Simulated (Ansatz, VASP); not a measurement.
## ZnCu in VASP and in Ansatz

INCAR

```
SYSTEM = ZnCu
PREC = Accurate
ENCUT = 520
EDIFF = 1E-6
ISMEAR = 0
SIGMA = 0.15
LREAL = .FALSE.
LASPH = .TRUE.
NELM = 80
ALGO = Fast
ISIF = 2
LWAVE = .FALSE.
LCHARG = .FALSE.
NBANDS = 18
```

File KPOINTS:

```
Automatic mesh
0
G
  16 16 16
  0 0 0
```

File POSCAR:

```
ZnCu
1.0
    2.9450000000      0.0000000000      0.0000000000
    0.0000000000      2.9450000000      0.0000000000
    0.0000000000      0.0000000000      2.9450000000
Zn Cu
1 1
Direct
    0.4877472354      0.4877472354      0.4877472354
    0.0000000000      0.0000000000      0.0000000000
```

Input for Ansatz:

```yaml
crystal:
  lattice:
    - [2.945, 0.0, 0.0]
    - [0.0, 2.945, 0.0]
    - [0.0, 0.0, 2.945]
  atoms:
    - { symbol: Zn, position: [0.4877472354, 0.4877472354, 0.4877472354] }
    - { symbol: Cu, position: [0.0, 0.0, 0.0] }
basis:
  ecutwfc: 420
kpoints:
  mp_grid: { grid: [16, 16, 16] }
hamiltonian:
  xc: lda
scf:
  occupations: { method: gaussian, width: 0.15 }
output:
  forces: true
  stress: true
  eigenvalues: true
```

Change from the starting cell: all Zn atoms moved +0.062 Å, as atom 1 towards its neighbour atom 2 (Cu) at 2.550 Å.

Alike in both runs: task single point; functional LDA; k mesh 16 × 16 × 16; occupations gaussian, width 0.15 eV; no spin polarisation.

```csv
,VASP,Ansatz
version,VASP 6.6.1,Ansatz 0.2.0
potentials or method,"VASP PAW LDA potentials, release 64 (Zn, Cu), cutoff 520 eV","scalar-relativistic, plane waves, PAW"
valence electrons in the cell,23,31
```

```csv
,VASP,Ansatz,Ansatz less VASP
gap on the k mesh at the Fermi level (eV),none,none,-
pressure (GPa),-8.5,-9.7,-1.19
"traceless stress, the component that is largest in VASP (GPa)",0.14,0.14,-0.003
rms of the force components (eV/Å),0.145,0.141,-0.0036
```

LDA's correlation is that of Perdew and Zunger in VASP and of Perdew and Wang (1992) in Ansatz. Atom by atom the forces differ by 0.004 eV/Å (rms over components). A gap of «none» marks a metal or a gap that the smearing closes. VASP's potentials hold 23 valence electrons a cell and Ansatz's 31, so a difference there can come from the potentials and not from the codes.
